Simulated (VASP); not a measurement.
# SnO2 (Pnnm) in VASP: further runs, part 2 of 2

VASP 6.6.1. Earlier steps stand in the parts before.

## (4) Single point, PBEsol (atoms displaced along a vibrational mode, the cell strained)

Contents of INCAR:

```
PREC = Accurate
ENCUT = 520
EDIFF = 1E-6
ISMEAR = 0
SIGMA = 0.05
LREAL = F
LASPH = T
NELM = 80
ALGO = Normal
ISIF = 2
LWAVE = F
LCHARG = F
GGA = PS
NBANDS = 35
```

Contents of KPOINTS:

```
regular mesh
0
Gamma
  6 6 8
```

Contents of POSCAR:

```
SnO2
1.0
    4.6890866457      0.0000000000      0.0000000000
    0.0000000000      4.6890866457      0.0000000000
    0.0000000000      0.0000000000      3.1577393212
Sn O
2 4
Direct
    0.0000000000      0.0000000000      0.0000000000
    0.5000000000      0.5000000000      0.5000000000
    0.2471788033      0.3654173315      0.0000000000
    0.2528211967      0.8654173315      0.5000000000
    0.7528211967      0.6345826685      0.0000000000
    0.7471788033      0.1345826685      0.5000000000
```

Potentials or basis: VASP PAW PBE potentials, release 64 (Sn_d, O).

The run is started by

```
cat potpaw_PBE.64/Sn_d/POTCAR potpaw_PBE.64/O/POTCAR > POTCAR
mpirun -np 1 vasp_std > vasp.out
```

OUTCAR:

```text
PREC = Accurate
   ENCUT = 520
   EDIFF = 1E-6
   ISMEAR = 0
   LREAL = F
   LASPH = T
   NELM = 80
   ISIF = 2
   GGA = PS

 ion  position               nearest neighbor table
   1  0.000  0.000  0.000-   3 2.07   5 2.07   4 2.07   6 2.07   4 2.07   6 2.07   2 3.67   2 3.67
                             2 3.67   2 3.67   2 3.67   2 3.67   2 3.67   2 3.67
   2  0.500  0.500  0.500-   4 2.07   6 2.07   5 2.07   3 2.07   3 2.07   5 2.07   1 3.67   1 3.67
                             1 3.67   1 3.67   1 3.67   1 3.67   1 3.67   1 3.67
   3  0.247  0.365  0.000-   1 2.07   2 2.07   2 2.07
   4  0.253  0.865  0.500-   2 2.07   1 2.07   1 2.07
   5  0.753  0.635  0.000-   1 2.07   2 2.07   2 2.07
   6  0.747  0.135  0.500-   2 2.07   1 2.07   1 2.07

  LATTYP: Found a simple tetragonal cell.
 ALAT       =     4.6890866457
 C/A-ratio  =     0.6734231120

  Lattice vectors:

 A1 = (   4.6890866457,   0.0000000000,   0.0000000000)
 A2 = (   0.0000000000,   4.6890866457,   0.0000000000)
 A3 = (   0.0000000000,   0.0000000000,   3.1577393212)

Analysis of symmetry for initial positions (statically):
=====================================================================
 Subroutine PRICEL returns:
 Original cell was already a primitive cell.

 Routine SETGRP: Setting up the symmetry group for a
 simple tetragonal supercell.

 Subroutine GETGRP returns: Found  8 space group operations
 (whereof  4 operations were pure point group operations)
 out of a pool of 16 trial point group operations.

The static configuration has the point symmetry C_2h.
 The point group associated with its full space group is D_2h.

Analysis of symmetry for dynamics (positions and initial velocities):
=====================================================================
 Subroutine PRICEL returns:
 Original cell was already a primitive cell.

 Routine SETGRP: Setting up the symmetry group for a
 simple tetragonal supercell.

 Subroutine GETGRP returns: Found  8 space group operations
 (whereof  4 operations were pure point group operations)
 out of a pool of 16 trial point group operations.

The dynamic configuration has the point symmetry C_2h.
 The point group associated with its full space group is D_2h.

[... 131 lines left out ...]
   GGA     = PS    functional components
   LHFCALC =     F    Hartree Fock is set to
   AEXX    =    0.0000 exact exchange contribution
   IVDW    =     0    specifies the selected vdW correction
   LEPSILON=     F    determine dielectric tensor
   LRPA    =     F    only Hartree local field effects (RPA)
 non-spin polarized calculation
 Gauss-broadening in eV      SIGMA  =   0.05
  energy-cutoff  :      520.00
  volume of cell :       69.43
 maximum number of plane-waves:      1892
   NGX = 17   NGY = 17   NGZ = 11

 number of electron      51.9999972 magnetization

 Free energy of the ion-electron system (eV)
  ---------------------------------------------------
  ext. energy  EPLUGINS =         0.00000000
  ---------------------------------------------------
  free energy    TOTEN  =       -39.28849344 eV

  energy without entropy =      -39.28849344  energy(sigma->0) =      -39.28849344

 E-fermi :   6.4244     XC(G=0): -11.7695

 val. band max:        6.2011099957   @ k =   0.3333   0.0000   0.0000
 cond. band min:       7.7576559662   @ k =   0.0000   0.0000   0.0000
 fundamental gap:      1.5565459705
 Fermi energy:         6.4244268110

 k-point     1 :       0.0000    0.0000    0.0000
  band No.  band energies     occupation
      1     -14.5656      2.00000
      2     -13.7970      2.00000
      3     -13.5613      2.00000
      4     -13.5198      2.00000
      5     -13.4971      2.00000
      6     -13.4345      2.00000
[... 901 lines left out ...]
     34      18.1776      0.00000
     35      19.4838      0.00000

 [... further k-points ...]

------------------------ aborting loop because EDIFF is reached ----------------------------------------

  FORCE on cell =-STRESS in cart. coord.  units (eV):
  Direction    XX          YY          ZZ          XY          YZ          ZX
  --------------------------------------------------------------------------------------
  -------------------------------------------------------------------------------------
  Total        1.3561433      2.2255103      2.4016916      0.0000000      0.0000000      0.0000000
  in kB       31.2941643     51.3555519     55.4210851      0.0000000      0.0000000      0.0000000
  external PRESSURE =      46.0236004 kB  Pullay stress =       0.0000000 kB

 VOLUME and BASIS-vectors are now :
 -----------------------------------------------------------------------------
  energy-cutoff  :      520.00
  volume of cell :       69.43
      direct lattice vectors                 reciprocal lattice vectors
     4.689086646  0.000000000  0.000000000     0.213261148  0.000000000  0.000000000
     0.000000000  4.689086646  0.000000000     0.000000000  0.213261148  0.000000000
     0.000000000  0.000000000  3.157739321     0.000000000  0.000000000  0.316682252

 POSITION                                       TOTAL-FORCE (eV/Angst)
 -----------------------------------------------------------------------------------
      0.00000      0.00000      0.00000         0.000000      0.000000      0.000000
      2.34454      2.34454      1.57887         0.000000      0.000000      0.000000
      1.15904      1.71347      0.00000         0.614246     -0.236497     -0.000000
      1.18550      4.05802      1.57887        -0.614246     -0.236497      0.000000
      3.53004      2.97561      0.00000        -0.614246      0.236497      0.000000
      3.50359      0.63107      1.57887         0.614246      0.236497     -0.000000
 -----------------------------------------------------------------------------------
    total drift:                                0.000000      0.000000     -0.000000

  FREE ENERGIE OF THE ION-ELECTRON SYSTEM (eV)
  ---------------------------------------------------
  free  energy   TOTEN  =       -39.2884934366 eV

  energy  without entropy=      -39.2884934366  energy(sigma->0) =      -39.28849344
```

OSZICAR:

```text
N       E                     dE             d eps       ncg     rms          rms(c)
DAV:   1     0.630409316614E+03    0.63041E+03   -0.25486E+04  6184   0.235E+03
DAV:   2     0.564127578048E+02   -0.57400E+03   -0.54041E+03  5936   0.609E+02
DAV:   3    -0.395991542251E+02   -0.96012E+02   -0.93939E+02  6053   0.208E+02
DAV:   4    -0.446035701685E+02   -0.50044E+01   -0.49599E+01  7115   0.510E+01
DAV:   5    -0.447327998836E+02   -0.12923E+00   -0.12904E+00  6979   0.861E+00    0.148E+01
DAV:   6    -0.392940179707E+02    0.54388E+01   -0.14999E+01  8931   0.617E+01    0.610E+00
DAV:   7    -0.393461406649E+02   -0.52123E-01   -0.17439E+00  6190   0.741E+00    0.311E+00
DAV:   8    -0.392979926233E+02    0.48148E-01   -0.17520E-01  8498   0.384E+00    0.702E-01
DAV:   9    -0.392880143598E+02    0.99783E-02   -0.30975E-02  9099   0.290E+00    0.119E-01
DAV:  10    -0.392884383408E+02   -0.42398E-03   -0.34749E-03  7408   0.510E-01    0.457E-02
DAV:  11    -0.392884928421E+02   -0.54501E-04   -0.15734E-04  8933   0.113E-01    0.203E-02
DAV:  12    -0.392884947869E+02   -0.19448E-05   -0.93857E-06  6553   0.205E-02    0.115E-02
DAV:  13    -0.392884935939E+02    0.11930E-05   -0.59124E-06  6372   0.358E-02    0.153E-03
DAV:  14    -0.392884934366E+02    0.15728E-06   -0.62858E-07  3593   0.707E-03
   1 F= -.39288493E+02 E0= -.39288493E+02  d E =-.493928E-12
```

Wall time 5 min (1 thread of AMD EPYC 7R13, shared host); peak memory 0.24 GiB.

What came out:

```
Free energy            : -39.2885 eV
Pressure               : 4.6 GPa
Largest force          : 0.658 eV/Å
Band gap on the k mesh : 1.56 eV (least direct gap 1.64 eV)
```

Forces on the atoms (eV/Å):
```
Sn   0.000  0.000  0.000
Sn   0.000  0.000  0.000
O    0.614 -0.236  0.000
O   -0.614 -0.236  0.000
O   -0.614  0.236  0.000
O    0.614  0.236  0.000
```

Stress tensor (GPa, compression positive):
```
3.13 0.00 0.00
0.00 5.14 0.00
0.00 0.00 5.54
```

Caveat: the cell differs from its parent crystal (atoms displaced along a vibrational mode, the cell strained); the cell stands under pressure; the PAW data sets were made with another functional, which shifts forces and pressure a little; spin-orbit coupling is left out, which moves the levels of the heavy elements. A k mesh can miss the band edges.

## (5) Single point, PBEsol (atoms displaced along a vibrational mode, the cell strained)

Contents of INCAR:

```
ALGO = Normal ; EDIFF = 1E-6
ENCUT = 520 ; GGA = PS
ISIF = 2 ; ISMEAR = 0
LASPH = T ; LCHARG = F
LREAL = F ; LWAVE = F
NBANDS = 35 ; NELM = 100
PREC = Accurate ; SIGMA = 0.05
```

Contents of KPOINTS:

```
k-points
0
Gamma
  6 6 8
```

Contents of POSCAR:

```
SnO2
1.0
    4.7291439302      0.0000000000      0.0000000000
    0.0000000000      4.7291439302      0.0000000000
    0.0000000000      0.0000000000      3.1847148224
Sn O
2 4
Direct
    0.0000000000      0.0000000000      0.0000000000
    0.5000000000      0.5000000000      0.5000000000
    0.2176265853      0.3949695495      0.0000000000
    0.2823734147      0.8949695495      0.5000000000
    0.7823734147      0.6050304505      0.0000000000
    0.7176265853      0.1050304505      0.5000000000
```

The run is started by

```
cat potpaw_PBE.64/Sn_d/POTCAR potpaw_PBE.64/O/POTCAR > POTCAR
mpirun -np 1 vasp_std > vasp.out
```

Run time: 3.7 min. Hardware: 1 thread of AMD EPYC 7R13, shared host; peak memory 0.25 GiB.

Results (log left out):

- Free energy: -38.3030 eV
- Pressure: -4.3 GPa
- Largest force: 2.275 eV/Å
- Band gap on the k mesh: 0.52 eV (least direct gap 0.54 eV)

Forces on the atoms (eV/Å):
```
Sn   0.000  0.000  0.000
Sn   0.000  0.000  0.000
O    2.131 -0.796  0.000
O   -2.131 -0.796  0.000
O   -2.131  0.796  0.000
O    2.131  0.796  0.000
```

Stress tensor (GPa, compression positive):
```
-1.56  0.00  0.00
 0.00 -4.31  0.00
 0.00  0.00 -7.12
```

Levels at points of the mesh, in eV from the valence-band top:
```tsv
k point	band 24	band 25	band 26	band 27	band 28	band 29
(0.00, 0.00, 0.00)	-0.98	-0.33	-0.02	0.52	4.51	5.99
(0.50, 0.00, 0.00)	-1.42	-0.72	-0.72	2.87	2.87	5.52
(0.00, 0.50, 0.00)	-1.23	-0.53	-0.53	3.52	3.52	7.29
(0.50, 0.50, 0.00)	-1.72	-0.47	-0.47	3.98	3.98	5.90
(0.00, 0.00, 0.50)	-2.15	-0.14	-0.14	4.18	4.18	7.81
(0.50, 0.00, 0.50)	-1.78	-0.78	-0.78	4.75	4.75	7.16
(0.00, 0.50, 0.50)	-1.51	0.00	0.00	4.27	4.27	5.88
(0.50, 0.50, 0.50)	-1.74	-0.55	-0.55	3.83	3.83	7.87
```

Caveat: the cell differs from its parent crystal (atoms displaced along a vibrational mode, the cell strained); the stress differs along the axes, from -7 to -2 GPa; semilocal functionals underestimate gaps, and a narrow one can read as zero; the PAW data sets were made with another functional, which shifts forces and pressure a little; spin-orbit coupling is left out, which moves the levels of the heavy elements. A k mesh can miss the band edges.

## (6) Overview

| cell | gap on the mesh (eV) | pressure (GPa) | largest force (eV/Å) |
| --- | --- | --- | --- |
| a = 4.888, b = 4.888, c = 3.292 Å, 6 atoms, atomic positions A | 0.04 | -17.5 | 2.22 |
| a = 4.888, b = 4.888, c = 3.292 Å, 6 atoms, atomic positions B | 0.65 | -15.8 | 1.01 |
| a = 4.689, b = 4.689, c = 3.158 Å, 6 atoms, atomic positions B | 1.56 | 4.6 | 0.66 |
| a = 4.729, b = 4.729, c = 3.185 Å, 6 atoms, atomic positions A | 0.52 | -4.3 | 2.28 |

Alike in all rows: task single point; level PBEsol; potentials or basis VASP PAW PBE potentials, release 64 (Sn_d, O); no spin polarisation; k mesh 6 × 6 × 8; cutoff (eV) 520; smearing gaussian 0.05 eV.

Caveats: the PAW data sets were made with another functional, which shifts forces and pressure a little; spin-orbit coupling is left out, which moves the levels of the heavy elements; semilocal functionals underestimate gaps, and a narrow one can read as zero (at least some runs); the cell stands under tension (at least some runs); the cell stands under pressure (at least some runs); the stress differs along the axes, from -7 to -2 GPa (at least some runs).

Absolute energies hang on the potentials; compare differences alone.
